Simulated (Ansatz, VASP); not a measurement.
**Two plane-wave programs on Pd**

```
Pd
1.0
     0.00000    1.97347    1.97347
     1.97347    0.00000    1.97347
     1.97347    1.97347    0.00000
Pd
1
Direct
  0.00000 0.00000 0.00000
```

Alike in both runs: task single point; functional PBE; k mesh 22 × 22 × 22; occupations fermi-dirac, width 0.1 eV; no spin polarisation.

```csv
,VASP,Ansatz
version,VASP 6.6.1,Ansatz 0.2.0
potentials or method,"VASP PAW PBE potentials, release 64 (Pd), cutoff 520 eV","plane waves (420 eV) with PAW, scalar-relativistic"
valence electrons in the cell,10,18
```

|  | VASP | Ansatz | Ansatz less VASP |
| --- | --- | --- | --- |
| pressure (GPa) | -0.4 | -0.1 | +0.28 |

The functional is the same, so the differences come from potentials, cutoffs and numerics. VASP's potentials hold 10 valence electrons a cell and Ansatz's 18, so a difference there can come from the potentials and not from the codes.
